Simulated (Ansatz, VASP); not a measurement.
Two plane-wave programs on Cu

File POSCAR:

```
Cu
1.0
    2.5137785214      0.0000000000      0.0000000000
   -1.2568892608      2.1769960591      0.0000000000
    0.0000000000      0.0000000000      8.2063649859
Cu
4
Direct
    0.6666666667      0.3333333333      0.7500000000
    0.0000000000      0.0000000000      0.5000000000
    0.3333333333      0.6666666667      0.2500000000
    0.0000000000      0.0000000000      0.0000000000
```

File INCAR.step1:

```
PREC = Accurate
ENCUT = 520
ISMEAR = -1
SIGMA = 0.05
LREAL = False
LASPH = True
NELM = 60
NBANDS = 30
GGA = PE
ALGO = Normal
EDIFF = 1E-4
LWAVE = True
LCHARG = False
```

INCAR.step2

```
PREC = Accurate
ENCUT = 520
EDIFF = 1E-6
ISMEAR = -1
SIGMA = 0.05
LREAL = False
LASPH = True
NELM = 60
ALGO = Normal
ISIF = 2
LWAVE = False
LCHARG = False
METAGGA = R2SCAN
LMIXTAU = True
NBANDS = 30
ISTART = 1
```

Contents of KPOINTS:

```
Automatic mesh
0
Gamma
  12 12 4
```

The input input.yaml:

```yaml
crystal:
  lattice:
    - [2.5137785214, 0.0, 0.0]
    - [-1.2568892608, 2.1769960591, 0.0]
    - [0.0, 0.0, 8.2063649859]
  atoms:
    - { symbol: Cu, position: [0.6666666667, 0.3333333333, 0.75] }
    - { symbol: Cu, position: [0.0, 0.0, 0.5] }
    - { symbol: Cu, position: [0.3333333333, 0.6666666667, 0.25] }
    - { symbol: Cu, position: [0.0, 0.0, 0.0] }
hamiltonian:
  xc: r2scan
  pseudopotentials: { kind: paw }
kpoints:
  mp_grid: { grid: [12, 12, 4] }
scf:
  occupations: { method: fermi_dirac, width: 0.05 }
output:
  forces: true
  stress: true
  eigenvalues: true
```

Alike in both runs: task single point; functional r2SCAN; k mesh 12 × 12 × 4; occupations fermi-dirac, width 0.05 eV; no spin polarisation.

|  | VASP | Ansatz |
| --- | --- | --- |
| version | VASP 6.6.1 | Ansatz 0.2.0 |
| potentials or method | VASP PAW PBE potentials, release 64 (Cu) | Ansatz PAW |
| plane-wave cutoff (eV) | 520 | 500 |
| valence electrons in the cell | 44 | 76 |

```csv
,VASP,Ansatz,Ansatz less VASP
gap on the k mesh at the Fermi level (eV),none,none,-
pressure (GPa),4.1,3.4,-0.73
"traceless stress, the component that is largest in VASP (GPa)",-0.38,-0.39,-0.017
```

VASP's potentials were made for PBE, not for r2SCAN. A gap of «none» marks a metal or a gap that the smearing closes. VASP's potentials hold 44 valence electrons a cell and Ansatz's 76, so a difference there can come from the potentials and not from the codes.
